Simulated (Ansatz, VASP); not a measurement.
LiF in VASP and in Ansatz

```xyz
2
Lattice="2.5595 0.0000 0.0000 0.0000 2.4827 0.0000 0.0000 0.0000 2.5595" Properties=species:S:1:pos:R:3 pbc="T T T"
Li    0.0000    0.0000    0.0000
F     1.2798    1.2414    1.2798
```

Change from the starting cell: strain -0.0300 x Voigt [0, 1, 0, 0, 0, 0], atoms carried along.

Alike in both runs: task single point; functional PBE; k mesh 10 × 10 × 10; occupations gaussian, width 0.05 eV; no spin polarisation.

|  | VASP | Ansatz |
| --- | --- | --- |
| version | VASP 6.6.1 | Ansatz 0.2.0 |
| potentials or method | VASP PAW PBE potentials, release 64 (Li_sv, F), cutoff 520 eV | scalar-relativistic, plane waves, PAW |
| valence electrons in the cell | 10 | 10 |

|  | VASP | Ansatz | Ansatz less VASP |
| --- | --- | --- | --- |
| gap on the k mesh at the Fermi level (eV) | 7.60 | 7.60 | -0.008 |
| least direct gap on the mesh (eV) | 8.22 | 8.21 | -0.009 |

Noted on VASP's run: the cutoff is short for stress, so the pressure is rough.
